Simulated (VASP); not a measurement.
# HfN (Cm) in VASP: single point with PBE

Aim: the single point of HfN with PBE.

Program: VASP 6.6.1. These are calculated values, not measurements. Logs are shortened: lines on timing, memory, paths and dates and some standing lists are left out, and cuts for length are marked.

## (1) The cell of the first run

The structure is monoclinic, space group Cm (No. 8). The conventional cell has a = 5.533 Å, b = 3.195 Å, c = 3.195 Å, α = 90.00°, β = 125.26°, γ = 90.00°. Within 2.9 Å of Hf (site symmetry m) lie 6 N at 2.16 to 2.36 Å. Within 2.9 Å of N (site symmetry m) lie 6 Hf at 2.16 to 2.36 Å.

## (2) Single point, PBE (atom 1 (Hf) moved by (-0.100, -0.100) A along [1 1 0] and z)

Input file INCAR:

```
SYSTEM = HfN
  PREC = Accurate
  ENCUT = 520
  EDIFF = 1E-7
  ISMEAR = 1
  SIGMA = 0.2
  LREAL = .FALSE.
  LASPH = .TRUE.
  NELM = 80
  ALGO = Normal
  ISIF = 2
  LWAVE = .FALSE.
  LCHARG = .FALSE.
  GGA = PE
  NBANDS = 14
```

Input file KPOINTS:

```
regular mesh
0
G
  18 18 18
  0 0 0
```

Input file POSCAR:

```
HfN
1.0
    0.0000000000      2.2590000000      2.2590000000
    2.2590000000      0.0000000000      2.2590000000
    2.2590000000      2.2590000000      0.0000000000
Hf N
1 1
Direct
   -0.0221336875     -0.0221336875     -0.0091680735
    0.5000000000      0.5000000000      0.5000000000
```

Potentials or basis: VASP PAW PBE potentials, release 64 (Hf_pv, N).

Launch:

```bash
cat potpaw_PBE.64/Hf_pv/POTCAR potpaw_PBE.64/N/POTCAR > POTCAR
mpirun -np 1 vasp_std > vasp.out
```

OUTCAR:

```text
SYSTEM = HfN
   PREC = Accurate
   ENCUT = 520
   EDIFF = 1E-7
   ISMEAR = 1
   LREAL = .FALSE.
   LASPH = .TRUE.
   NELM = 80
   ISIF = 2
   GGA = PE

 ion  position               nearest neighbor table
   1  0.978  0.978  0.991-   2 2.16   2 2.19   2 2.19   2 2.33   2 2.33   2 2.36
   2  0.500  0.500  0.500-   1 2.16   1 2.19   1 2.19   1 2.33   1 2.33   1 2.36

  LATTYP: Found a face centered cubic cell.
 ALAT       =     4.5180000000

  Lattice vectors:

 A1 = (   0.0000000000,   2.2590000000,   2.2590000000)
 A2 = (   2.2590000000,   0.0000000000,   2.2590000000)
 A3 = (   2.2590000000,   2.2590000000,   0.0000000000)

Analysis of symmetry for initial positions (statically):
=====================================================================
 Subroutine PRICEL returns:
 Original cell was already a primitive cell.

 Routine SETGRP: Setting up the symmetry group for a
 face centered cubic supercell.

 Subroutine GETGRP returns: Found  2 space group operations
 (whereof  2 operations were pure point group operations)
 out of a pool of 48 trial point group operations.

The static configuration has the point symmetry C_1h.

Analysis of symmetry for dynamics (positions and initial velocities):
=====================================================================
 Subroutine PRICEL returns:
 Original cell was already a primitive cell.

 Routine SETGRP: Setting up the symmetry group for a
 face centered cubic supercell.

 Subroutine GETGRP returns: Found  2 space group operations
 (whereof  2 operations were pure point group operations)
 out of a pool of 48 trial point group operations.

The dynamic configuration has the point symmetry C_1h.

 Subroutine INISYM returns: Found  2 space group operations
 (whereof  2 operations are pure point group operations),
 and found     1 'primitive' translations

----------------------------------------------------------------------------------------

                                     Primitive cell

  volume of cell :      23.0557

  direct lattice vectors                    reciprocal lattice vectors
     0.000000000  2.259000000  2.259000000    -0.221336875  0.221336875  0.221336875
     2.259000000  0.000000000  2.259000000     0.221336875 -0.221336875  0.221336875
     2.259000000  2.259000000  0.000000000     0.221336875  0.221336875 -0.221336875

  length of vectors
     3.194708437  3.194708437  3.194708437     0.383366713  0.383366713  0.383366713

  position of ions in fractional coordinates (direct lattice)
     0.977866312  0.977866312  0.990831927
     0.500000000  0.500000000  0.500000000

  ion indices of the primitive-cell ions
   primitive index   ion index
                 1           1
                 2           2

[... 87 lines left out ...]
   EFERMI_NEDOS =   21; number of points for ismear=-14 and -15
   IALGO  =     38    algorithm
   IMIX   =      4    mixing-type and parameters
     AMIX     =   0.40;   BMIX     =  1.00
     AMIX_MAG =   1.60;   BMIX_MAG =  1.00
  volume/ion in A,a.u.               =      11.53        77.79
  Fermi-wavevector in a.u.,A,eV,Ry     =   1.418553  2.680677 27.378918  2.012294
  Thomas-Fermi vector in A             =   2.539667
   LORBIT       =      0    0 simple, 1 ext, 2 COOP (PROOUT), +10 PAW based schemes
   GGA     = PE    functional components
   LHFCALC =     F    Hartree Fock is set to
   AEXX    =    0.0000 exact exchange contribution
   IVDW    =     0    specifies the selected vdW correction
   LEPSILON=     F    determine dielectric tensor
   LRPA    =     F    only Hartree local field effects (RPA)
 non-spin polarized calculation
 Methfessel and Paxton  Order N= 1 SIGMA  =   0.20
  energy-cutoff  :      520.00
  volume of cell :       23.06
 maximum number of plane-waves:       636
   NGX = 11   NGY = 11   NGZ = 11

 number of electron      15.0000001 magnetization

 Free energy of the ion-electron system (eV)
  ---------------------------------------------------
  ext. energy  EPLUGINS =         0.00000000
  ---------------------------------------------------
  free energy    TOTEN  =       -21.63706030 eV

  energy without entropy =      -21.63655711  energy(sigma->0) =      -21.63689257

 E-fermi :   8.3685     XC(G=0): -12.7239

 val. band max:        8.3646911979   @ k =  -0.0556  -0.1111  -0.0556
 cond. band min:       8.3684820030   @ k =   0.1111   0.0000  -0.1667
 fundamental gap:      0.0037908051
 Fermi energy:         8.3684511188

 k-point     1 :       0.0000    0.0000    0.0000
  band No.  band energies     occupation
      1     -22.7604      2.00000
      2     -22.7453      2.00000
      3     -22.7439      2.00000
      4      -9.1271      2.00000
      5       5.0113      2.00000
      6       5.0900      2.00000
      7       5.1092      2.00000
      8       8.1038      2.06832
      9       8.2075      1.98249
     10       8.4992      0.11480
     11      10.1362     -0.00000
     12      10.5401     -0.00000
     13      10.6385     -0.00000
     14      17.9035      0.00000
[... 377 lines left out ...]
      1     -23.6871      2.00000
      2     -22.8440      2.00000
      3     -22.8306      2.00000
      4      -6.5284      2.00000
      5      -0.3501      2.00000
      6       2.2790      2.00000
      7       2.3639      2.00000
      8      10.9808     -0.00000
      9      11.8411     -0.00000
     10      11.9073     -0.00000
     11      13.1211      0.00000
     12      16.7470      0.00000
     13      16.9336      0.00000
     14      20.3388      0.00000

 [... further k-points ...]

------------------------ aborting loop because EDIFF is reached ----------------------------------------

  FORCE on cell =-STRESS in cart. coord.  units (eV):
  Direction    XX          YY          ZZ          XY          YZ          ZX
  --------------------------------------------------------------------------------------
  -------------------------------------------------------------------------------------
  Total        0.7291714      0.7291714      0.9991499     -0.0453303     -0.0645396     -0.0645396
  in kB       50.6712389     50.6712389     69.4324587     -3.1500689     -4.4849587     -4.4849569
  external PRESSURE =      56.9249788 kB  Pullay stress =       0.0000000 kB

 VOLUME and BASIS-vectors are now :
 -----------------------------------------------------------------------------
  energy-cutoff  :      520.00
  volume of cell :       23.06
      direct lattice vectors                 reciprocal lattice vectors
     0.000000000  2.259000000  2.259000000    -0.221336875  0.221336875  0.221336875
     2.259000000  0.000000000  2.259000000     0.221336875 -0.221336875  0.221336875
     2.259000000  2.259000000  0.000000000     0.221336875  0.221336875 -0.221336875

 POSITION                                       TOTAL-FORCE (eV/Angst)
 -----------------------------------------------------------------------------------
      4.44729      4.44729      4.41800         0.814181      0.814181      1.165215
      2.25900      2.25900      2.25900        -0.814181     -0.814181     -1.165215
 -----------------------------------------------------------------------------------
    total drift:                                0.000017      0.000017     -0.000004

  FREE ENERGIE OF THE ION-ELECTRON SYSTEM (eV)
  ---------------------------------------------------
  free  energy   TOTEN  =       -21.6370603025 eV

  energy  without entropy=      -21.6365571149  energy(sigma->0) =      -21.63689257
```

OSZICAR:

```text
N       E                     dE             d eps       ncg     rms          rms(c)
DAV:   1     0.374516709239E+02    0.37452E+02   -0.77788E+03 43496   0.101E+03
DAV:   2    -0.227079876989E+02   -0.60160E+02   -0.56479E+02 57186   0.236E+02
DAV:   3    -0.246497351693E+02   -0.19417E+01   -0.19344E+01 50122   0.348E+01
DAV:   4    -0.246568065076E+02   -0.70713E-02   -0.70701E-02 52402   0.246E+00
DAV:   5    -0.246568517208E+02   -0.45213E-04   -0.45213E-04 50240   0.168E-01    0.501E+01
DAV:   6    -0.217398917647E+02    0.29170E+01   -0.82986E+00 48614   0.224E+01    0.419E+01
DAV:   7    -0.216632928591E+02    0.76599E-01   -0.46743E-01 55448   0.610E+00    0.265E+01
DAV:   8    -0.216425286053E+02    0.20764E-01   -0.10091E-01 50690   0.277E+00    0.594E+00
DAV:   9    -0.216371742380E+02    0.53544E-02   -0.14516E-02 48824   0.973E-01    0.191E+00
DAV:  10    -0.216370965192E+02    0.77719E-04   -0.10735E-03 58346   0.317E-01    0.449E-01
DAV:  11    -0.216370624936E+02    0.34026E-04   -0.79300E-05 51656   0.883E-02    0.102E-01
DAV:  12    -0.216370605497E+02    0.19439E-05   -0.85058E-06 58932   0.248E-02    0.114E-02
DAV:  13    -0.216370603700E+02    0.17973E-06   -0.20546E-07 45020   0.460E-03    0.485E-03
DAV:  14    -0.216370603025E+02    0.67490E-07   -0.15616E-08 33718   0.115E-03
   1 F= -.21637060E+02 E0= -.21636893E+02  d E =-.503188E-03
```

Wall time 8.3 min (1 thread of Intel Xeon 8259CL, shared host); peak memory 0.56 GiB.

Results:

* Free energy: -21.6371 eV
* Pressure: 5.7 GPa
* Largest force: 1.638 eV/Å
* Band gap on the k mesh: zero (an odd number of electrons rules out a gap without spin polarisation)

Forces on the atoms (eV/Å):
```
Hf   0.814  0.814  1.165
N   -0.814 -0.814 -1.165
```

Stress tensor (GPa, compression positive):
```
 5.07 -0.32 -0.45
-0.32  5.07 -0.45
-0.45 -0.45  6.94
```

Levels at points of the mesh, in eV from the Fermi level:
```tsv
k point	band 3	band 4	band 5	band 6	band 7	band 8	band 9	band 10	band 11	band 12
(0.00, 0.00, 0.00)	-31.11	-17.50	-3.36	-3.28	-3.26	-0.26	-0.16	0.13	1.77	2.17
(0.50, 0.00, 0.00)	-31.20	-14.80	-8.85	-6.16	-6.08	3.14	3.62	3.69	4.46	8.65
(0.00, 0.00, 0.50)	-31.20	-14.79	-8.86	-6.15	-6.07	3.17	3.56	3.67	4.45	8.59
(0.50, 0.50, 0.50)	-31.20	-14.84	-8.82	-6.22	-6.22	3.18	3.75	3.78	4.68	8.82
(0.50, 0.50, 0.00)	-31.42	-16.38	-5.38	-4.46	-3.73	-2.97	4.19	5.46	5.54	5.54
(0.00, 0.50, 0.50)	-31.42	-16.39	-5.40	-4.61	-3.74	-2.79	4.21	5.46	5.54	5.55
```

Caveat: the cell differs from its parent crystal (atom 1 (Hf) moved by (-0.100, -0.100) A along [1 1 0] and z); the cell stands under pressure; spin-orbit coupling is left out, which moves the levels of the heavy elements; an odd number of electrons without spin polarisation forces a metal; a magnetic or distorted state may lie lower.
